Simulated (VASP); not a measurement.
Sb2N:

```
Sb N
1.0
     4.67162    0.00000    0.00000
     0.00000    4.67162    0.00000
     0.00000    0.00000    3.25180
Sb N
2 1
Cartesian
  2.3358 2.3358 1.6259
  0.0000 0.0000 0.0000
  0.0000 0.0000 1.6259
```

Base run:

```yaml
Program: VASP 6.6.1
Functional: PBE
Potentials_or_basis: VASP PAW PBE potentials, release 64 (Sb_d_GW, N)
Cutoff: 600 eV
k_mesh: 4 × 4 × 6
Occupations: gaussian, width 0.1 eV
Spin: no spin polarisation
```

Its results: pressure 38.2 GPa.

Q: The run is repeated on the same cell with these changes: potentials or basis from VASP PAW PBE potentials, release 64 (Sb_d_GW, N) to VASP PAW PBE potentials, release 64 (Sb, N); cutoff from 600 eV to 520 eV; further incar settings from ALGO = Normal; EDIFF = 1e-06; NBANDS = 24 to ALGO = Normal; EDIFF = 1e-06; NBANDS = 14; valence electrons from 35 to 15. What comes out?

A: Pressure 40.3 GPa.
